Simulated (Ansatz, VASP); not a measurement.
**Ba in VASP and in Ansatz**

```
Ba
1.0
     4.09198    0.00000    0.00000
     0.00000    4.09198    0.00000
     0.00000    0.00000    4.09198
Ba
1
Direct
  0.00000 0.00000 0.00000
```

Alike in both runs: task relaxation of cell and atoms; functional PBE; k mesh 9 × 9 × 9; occupations fermi-dirac, width 0.08 eV; no spin polarisation.

```csv
,VASP,Ansatz
version,VASP 6.6.1,Ansatz 0.2.0
potentials or method,"VASP PAW PBE potentials, release 64 (Ba_sv)","PAW with Ansatz's default frozen-core files, scalar-relativistic"
plane-wave cutoff (eV),600,420
valence electrons in the cell,10,10
```

Ansatz gave:

```
relaxed volume (Å³/atom)                                     : 61.86
relaxed cell length with the largest relative difference (Å) : 3.955
```

Task: What did VASP give for the same quantities?

Result: Relaxed volume (Å³/atom): 62.76; relaxed cell length with the largest relative difference (Å): 3.974.

Spin-orbit coupling is off throughout.
